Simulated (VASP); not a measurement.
Here is a VASP 6.6.1 calculation.

The input INCAR:

```
SYSTEM = RbSeBr3
ALGO = Normal
EDIFF = 1E-7
ENCUT = 520
GGA = PS
ISIF = 2
ISMEAR = -1
LASPH = .True.
LCHARG = .True.
LELF = .True.
LREAL = .False.
LVHAR = .True.
LWAVE = .False.
NBANDS = 26
NELM = 100
PREC = Accurate
SIGMA = 0.05
```

File KPOINTS:

```
k-points
0
Gamma
  4 4 4
  0 0 0
```

POSCAR

```
RbSeBr3
1.0
    5.6390885679      0.0000000000      0.0000000000
    0.0000000000      5.6390885679      0.0000000000
    0.0000000000      0.0000000000      5.6283803566
Rb Se Br
1 1 3
Direct
    0.5000000000      0.5000000000      0.9971850000
    0.0000000000      0.0000000000      0.4854920000
    0.0000000000      0.5000000000      0.4852200000
    0.0000000000      0.0000000000      0.9854010000
    0.5000000000      0.0000000000      0.4852200000
```

Potentials or basis: VASP PAW PBE potentials, release 64 (Rb_sv, Se, Br).

Launch:

```sh
$ cat potpaw_PBE.64/Rb_sv/POTCAR potpaw_PBE.64/Se/POTCAR potpaw_PBE.64/Br/POTCAR > POTCAR
$ mpirun -np 1 vasp_std > vasp.out
```

Estimate the largest force.

0.004 eV/Å.

What does it give for the pressure?

-2.5 GPa.

Forces in eV/Å, atoms in the order of the input:
```
Rb   0.000  0.000  0.004
Se   0.000  0.000  0.002
Br   0.000  0.000 -0.004
Br   0.000  0.000  0.002
Br   0.000  0.000 -0.004
```

Caveat: the PAW data sets were made with another functional, which shifts forces and pressure a little.
